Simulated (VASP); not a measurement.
# SrO (Pm-3m) in VASP: single point with PBEsol

Aim: the single point of SrO with PBEsol.

Program: VASP 6.6.1. These are calculated values, not measurements. Logs are shortened: lines on timing, memory, paths and dates and some standing lists are left out, and cuts for length are marked.

### 1 The cell of the first run

The structure is cubic, space group Pm-3m (No. 221). Conventional cell: a = 3.080 Å, b = 3.080 Å, c = 3.080 Å, α = 90.00°, β = 90.00°, γ = 90.00°. Within 3.5 Å of Sr (site symmetry m-3m) lie 8 O at 2.67 Å and 6 Sr at 3.08 Å. Within 3.5 Å of O (site symmetry m-3m) lie 8 Sr at 2.67 Å and 6 O at 3.08 Å.

### 2 Single point, PBEsol

File INCAR:

```
  PREC = Accurate
  ENCUT = 1340
  EDIFF = 1E-6
  ISMEAR = -1
  SIGMA = 0.02
  LREAL = False
  LASPH = True
  NELM = 120
  ALGO = Normal
  ISIF = 2
  LWAVE = False
  LCHARG = False
  GGA = PS
  NBANDS = 15
  GGA_COMPAT = False
```

File KPOINTS:

```
regular mesh
0
Gamma
  8 8 8
```

File POSCAR:

```
SrO
1.0
    3.0796244594      0.0000000000      0.0000000000
    0.0000000000      3.0796244594      0.0000000000
    0.0000000000      0.0000000000      3.0796244594
Sr O
1 1
Direct
    0.0000000000      0.0000000000      0.0000000000
    0.5000000000      0.5000000000      0.5000000000
```

Potentials or basis: VASP PAW PBE potentials, release 64 (Sr_sv, O_h).

Started as:

```console
$ cat potpaw_PBE.64/Sr_sv/POTCAR potpaw_PBE.64/O_h/POTCAR > POTCAR
$ mpirun -np 1 vasp_std > vasp.out
```

OUTCAR:

```text
PREC = Accurate
   ENCUT = 1340
   EDIFF = 1E-6
   ISMEAR = -1
   LREAL = False
   LASPH = True
   NELM = 120
   ISIF = 2
   GGA = PS

 ion  position               nearest neighbor table
   1  0.000  0.000  0.000-   2 2.67   2 2.67   2 2.67   2 2.67   2 2.67   2 2.67   2 2.67   2 2.67

   2  0.500  0.500  0.500-   1 2.67   1 2.67   1 2.67   1 2.67   1 2.67   1 2.67   1 2.67   1 2.67

  LATTYP: Found a simple cubic cell.
 ALAT       =     3.0796244594

  Lattice vectors:

 A1 = (   3.0796244594,   0.0000000000,   0.0000000000)
 A2 = (   0.0000000000,   3.0796244594,   0.0000000000)
 A3 = (   0.0000000000,   0.0000000000,   3.0796244594)

Analysis of symmetry for initial positions (statically):
=====================================================================
 Subroutine PRICEL returns:
 Original cell was already a primitive cell.

 Routine SETGRP: Setting up the symmetry group for a
 simple cubic supercell.

 Subroutine GETGRP returns: Found 48 space group operations
 (whereof 48 operations were pure point group operations)
 out of a pool of 48 trial point group operations.

The static configuration has the point symmetry O_h .

Analysis of symmetry for dynamics (positions and initial velocities):
=====================================================================
 Subroutine PRICEL returns:
 Original cell was already a primitive cell.

 Routine SETGRP: Setting up the symmetry group for a
 simple cubic supercell.

 Subroutine GETGRP returns: Found 48 space group operations
 (whereof 48 operations were pure point group operations)
 out of a pool of 48 trial point group operations.

The dynamic configuration has the point symmetry O_h .

 Subroutine INISYM returns: Found 48 space group operations
 (whereof 48 operations are pure point group operations),
 and found     1 'primitive' translations

----------------------------------------------------------------------------------------

                                     Primitive cell

  volume of cell :      29.2074

  direct lattice vectors                    reciprocal lattice vectors
     3.079624459  0.000000000  0.000000000     0.324714917  0.000000000  0.000000000
     0.000000000  3.079624459  0.000000000     0.000000000  0.324714917  0.000000000
     0.000000000  0.000000000  3.079624459     0.000000000  0.000000000  0.324714917

  length of vectors
     3.079624459  3.079624459  3.079624459     0.324714917  0.324714917  0.324714917

  position of ions in fractional coordinates (direct lattice)
     0.000000000  0.000000000  0.000000000
     0.500000000  0.500000000  0.500000000

  ion indices of the primitive-cell ions
   primitive index   ion index
                 1           1
                 2           2

----------------------------------------------------------------------------------------

 KPOINTS: regular mesh

Automatic generation of k-mesh.
 Grid dimensions read from file:
 generate k-points for:    8    8    8

 Generating k-lattice:

  Cartesian coordinates                     Fractional coordinates (reciprocal lattice)
     0.040589365  0.000000000  0.000000000     0.125000000  0.000000000  0.000000000
     0.000000000  0.040589365  0.000000000     0.000000000  0.125000000  0.000000000
     0.000000000  0.000000000  0.040589365     0.000000000  0.000000000  0.125000000

  Length of vectors
     0.040589365  0.040589365  0.040589365

  Shift w.r.t. Gamma in fractional coordinates (k-lattice)
     0.000000000  0.000000000  0.000000000

 Subroutine IBZKPT returns following result:
 ===========================================

 Found     35 irreducible k-points:

 Following reciprocal coordinates:
            Coordinates               Weight
  0.000000  0.000000  0.000000      1.000000
  0.125000  0.000000  0.000000      6.000000
  0.250000  0.000000  0.000000      6.000000
  0.375000  0.000000  0.000000      6.000000
  0.500000  0.000000  0.000000      3.000000
  0.125000  0.125000  0.000000     12.000000
[... 16 lines left out ...]
  0.375000  0.375000  0.125000     24.000000
  0.500000  0.375000  0.125000     24.000000
 [... further k-points ...]
   k-points           NKPTS =     35   k-points in BZ     NKDIM =     35   number of bands    NBANDS=     15
   number of dos      NEDOS =    301   number of ions     NIONS =      2
   total plane-waves  NPLWV =  64000
   dimension x,y,z NGX =    40 NGY =   40 NGZ =   40
   dimension x,y,z NGXF=    80 NGYF=   80 NGZF=   80
   ions per type =               1   1
   NGX,Y,Z   is equivalent  to a cutoff of  21.59, 21.59, 21.59 a.u.
   NGXF,Y,Z  is equivalent  to a cutoff of  43.19, 43.19, 43.19 a.u.
 SYSTEM =  unknown system
   PREC   = accura    normal or accurate (medium, high low for compatibility)
   ISTART =      0    job   : 0-new  1-cont  2-samecut
   ICHARG =      2    charge: 1-file 2-atom 10-const
   ISPIN  =      1    spin polarized calculation?
   LNONCOLLINEAR =      F non collinear calculations
   LSORBIT =      F    spin-orbit coupling
   LASPH  =      T    aspherical Exc in radial PAW
   ENCUT  = 1340.0 eV  98.49 Ry    9.92 a.u.   9.19  9.19  9.19*2*pi/ulx,y,z
   NELM   =    120;   NELMIN=  2; NELMDL= -5     # of ELM steps
   EDIFF  = 0.1E-05   stopping-criterion for ELM
   LREAL  =      F    real-space projection
   EDIFFG = 0.1E-04   stopping-criterion for IOM
   NSW    =      0    number of steps for IOM
   IBRION =     -1    ionic relax: 0-MD 1-quasi-New 2-CG
   NFREE  =      0    steps in history (QN), initial steepest desc. (CG)
   ISIF   =      2    stress and relaxation
   ISYM   =      2    0-nonsym 1-usesym 2-fastsym
   POTIM  = 0.5000    time-step for ionic-motion
   TEBEG  =    0.0;   TEEND  =   0.0 temperature during run
   PSTRESS=    0.0 pullay stress
   NELECT =      16.0000    total number of electrons
   NUPDOWN=      -1.0000    fix difference up-down
   EMIN   =  10.00;   EMAX   =-10.00  energy-range for DOS
   EFERMI =   0.00;   METHOD = LEGACY
   ISMEAR =    -1;   SIGMA  =   0.02  broadening in eV -4-tet -1-fermi 0-gaus
   EFERMI_NEDOS =   21; number of points for ismear=-14 and -15
   IALGO  =     38    algorithm
   IMIX   =      4    mixing-type and parameters
     AMIX     =   0.40;   BMIX     =  1.00
     AMIX_MAG =   1.60;   BMIX_MAG =  1.00
  volume/ion in A,a.u.               =      14.60        98.55
  Fermi-wavevector in a.u.,A,eV,Ry     =   1.339524  2.531333 24.413256  1.794324
  Thomas-Fermi vector in A             =   2.467909
   LORBIT       =      0    0 simple, 1 ext, 2 COOP (PROOUT), +10 PAW based schemes
   GGA     = PS    functional components
   LHFCALC =     F    Hartree Fock is set to
   AEXX    =    0.0000 exact exchange contribution
   IVDW    =     0    specifies the selected vdW correction
   LEPSILON=     F    determine dielectric tensor
   LRPA    =     F    only Hartree local field effects (RPA)
 non-spin polarized calculation
  energy-cutoff  :     1340.00
  volume of cell :       29.21
 maximum number of plane-waves:      3294
 NGX is ok and might be reduce to    40
   NGX = 19   NGY = 19   NGZ = 19

 number of electron      16.0000000 magnetization

 Free energy of the ion-electron system (eV)
  ---------------------------------------------------
  ext. energy  EPLUGINS =         0.00000000
  ---------------------------------------------------
  free energy    TOTEN  =       -11.89303690 eV

  energy without entropy =      -11.89303690  energy(sigma->0) =      -11.89303690

 E-fermi :   3.8484     XC(G=0): -11.1890

 val. band max:        3.3492050953   @ k =   0.5000   0.5000   0.0000
 cond. band min:       6.0081622453   @ k =   0.0000   0.0000   0.0000
 fundamental gap:      2.6589571500
 Fermi energy:         3.8483914179

 k-point     1 :       0.0000    0.0000    0.0000
  band No.  band energies     occupation
      1     -30.3235      2.00000
      2     -12.3016      2.00000
      3     -11.4699      2.00000
      4     -11.4699      2.00000
      5     -11.4699      2.00000
      6       3.3021      2.00000
      7       3.3021      2.00000
      8       3.3021      2.00000
      9       6.0082      0.00000
     10       6.0082      0.00000
     11       8.1605      0.00000
     12      14.1463      0.00000
     13      14.1463      0.00000
     14      14.1463      0.00000
     15      23.1066      0.00000

 k-point     2 :       0.1250    0.0000    0.0000
  band No.  band energies     occupation
      1     -30.2881      2.00000
      2     -12.7946      2.00000
      3     -11.4373      2.00000
      4     -11.4373      2.00000
      5     -11.1545      2.00000
      6       2.6461      2.00000
      7       3.2130      2.00000
      8       3.2130      2.00000
      9       6.1522      0.00000
     10       6.8010      0.00000
     11       8.8486      0.00000
     12      13.8713      0.00000
     13      13.8713      0.00000
     14      14.2276      0.00000
     15      20.9256      0.00000

 k-point     3 :       0.2500    0.0000    0.0000
  band No.  band energies     occupation
      1     -30.2008      2.00000
      2     -13.5886      2.00000
      3     -11.3572      2.00000
      4     -11.3572      2.00000
      5     -10.7496      2.00000
      6       1.4995      2.00000
      7       2.9894      2.00000
      8       2.9894      2.00000
      9       6.5369      0.00000
     10       8.6191      0.00000
     11      10.4130      0.00000
     12      13.3615      0.00000
     13      13.3615      0.00000
     14      14.4336      0.00000
     15      18.3556      0.00000
[... 343 lines left out ...]
 k-point    23 :       0.3750    0.3750    0.1250
  band No.  band energies     occupation
      1     -29.8856      2.00000
      2     -13.3413      2.00000
      3     -12.7790      2.00000
      4     -11.4307      2.00000
      5     -11.2222      2.00000
      6       1.5331      2.00000
      7       1.9597      2.00000
      8       2.7938      2.00000
      9       8.5549      0.00000
     10       9.1772      0.00000
     11      11.3778      0.00000
     12      11.7784      0.00000
     13      13.5258      0.00000
     14      15.6524      0.00000
     15      20.2525      0.00000

 k-point    24 :       0.5000    0.3750    0.1250
  band No.  band energies     occupation
      1     -29.8513      2.00000
      2     -13.3301      2.00000
      3     -12.7492      2.00000
      4     -11.5306      2.00000
      5     -11.3561      2.00000
      6       1.6691      2.00000
      7       1.7892      2.00000
      8       2.8244      2.00000
      9       8.4679      0.00000
     10       8.9140      0.00000
     11      11.3775      0.00000
     12      11.3825      0.00000
     13      14.3996      0.00000
     14      17.4631      0.00000
     15      18.8209      0.00000

 [... further k-points ...]
[... 5 lines left out ...]
  --------------------------------------------------------------------------------------
  -------------------------------------------------------------------------------------
  Total        0.1508644      0.1508644      0.1508644      0.0000000      0.0000000      0.0000000
  in kB        8.2756896      8.2756896      8.2756896      0.0000000      0.0000000      0.0000000
  external PRESSURE =       8.2756896 kB  Pullay stress =       0.0000000 kB

 VOLUME and BASIS-vectors are now :
 -----------------------------------------------------------------------------
  energy-cutoff  :     1340.00
  volume of cell :       29.21
      direct lattice vectors                 reciprocal lattice vectors
     3.079624459  0.000000000  0.000000000     0.324714917  0.000000000  0.000000000
     0.000000000  3.079624459  0.000000000     0.000000000  0.324714917  0.000000000
     0.000000000  0.000000000  3.079624459     0.000000000  0.000000000  0.324714917

 POSITION                                       TOTAL-FORCE (eV/Angst)
 -----------------------------------------------------------------------------------
      0.00000      0.00000      0.00000         0.000000      0.000000      0.000000
      1.53981      1.53981      1.53981         0.000000      0.000000      0.000000
 -----------------------------------------------------------------------------------
    total drift:                                0.000000      0.000000     -0.000000

  FREE ENERGIE OF THE ION-ELECTRON SYSTEM (eV)
  ---------------------------------------------------
  free  energy   TOTEN  =       -11.8930368992 eV

  energy  without entropy=      -11.8930368992  energy(sigma->0) =      -11.89303690
```

Run time: 47 s. Hardware: 1 thread of Intel Xeon Platinum 8488C (Sapphire Rapids), shared host; peak memory 0.28 GiB.

What came out:

| Item | Value |
| --- | --- |
| Free energy | -11.8930 eV |
| Pressure | 0.8 GPa |
| Band gap on the k mesh | 2.66 eV (least direct gap 2.71 eV) |

Caveat: the structure was generated, so it needn't be the stable form of SrO; the PAW data sets were made with another functional, which shifts forces and pressure a little. A k mesh can miss the band edges.
